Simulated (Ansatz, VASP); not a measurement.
## Two plane-wave programs on Se

Contents of INCAR:

```
SYSTEM = Se
PREC = Accurate
ENCUT = 520
EDIFF = 1E-7
ISMEAR = 0
SIGMA = 0.15
LREAL = .FALSE.
LASPH = .TRUE.
NELM = 60
ALGO = Normal
ISIF = 2
LWAVE = .FALSE.
LCHARG = .TRUE.
GGA = CA
LELF = .TRUE.
LVHAR = .TRUE.
NBANDS = 9
```

File KPOINTS:

```
regular mesh
0
G
  22 22 22
  0 0 0
```

Contents of POSCAR:

```
Se
1.0
   -1.9121526786      1.9121526786      1.3518919438
    1.9121526786     -1.9121526786      1.3518919438
    1.9121526786      1.9121526786     -1.3518919438
Se
1
Direct
    0.0000000000      0.0000000000      0.0000000000
```

Input for Ansatz:

```yaml
crystal:
  lattice:
    - [-1.9121526786, 1.9121526786, 1.3518919438]
    - [1.9121526786, -1.9121526786, 1.3518919438]
    - [1.9121526786, 1.9121526786, -1.3518919438]
  atoms:
    - { symbol: Se, position: [0.0, 0.0, 0.0] }
basis:
  ecutwfc: 420
kpoints:
  mp_grid: { grid: [22, 22, 22] }
hamiltonian:
  xc: lda
scf:
  occupations: { method: gaussian, width: 0.15 }
output:
  forces: true
  stress: true
  eigenvalues: true
```

Alike in both runs: task single point; functional LDA; k mesh 22 × 22 × 22; occupations gaussian, width 0.15 eV; no spin polarisation.

|  | VASP | Ansatz |
| --- | --- | --- |
| version | VASP 6.6.1 | Ansatz 0.2.0 |
| potentials or method | VASP PAW LDA potentials, release 64 (Se), cutoff 520 eV | scalar-relativistic, plane waves, PAW |
| valence electrons in the cell | 6 | 16 |

|  | VASP | Ansatz | Ansatz less VASP |
| --- | --- | --- | --- |
| gap on the k mesh at the Fermi level (eV) | none | none | - |
| pressure (GPa) | 0.9 | 0.7 | -0.17 |
| traceless stress, the component that is largest in VASP (GPa) | 1.69 | 1.63 | -0.062 |

LDA's correlation is that of Perdew and Zunger in VASP and of Perdew and Wang (1992) in Ansatz. A gap of «none» marks a metal or a gap that the smearing closes. VASP's potentials hold 6 valence electrons a cell and Ansatz's 16, so a difference there can come from the potentials and not from the codes.
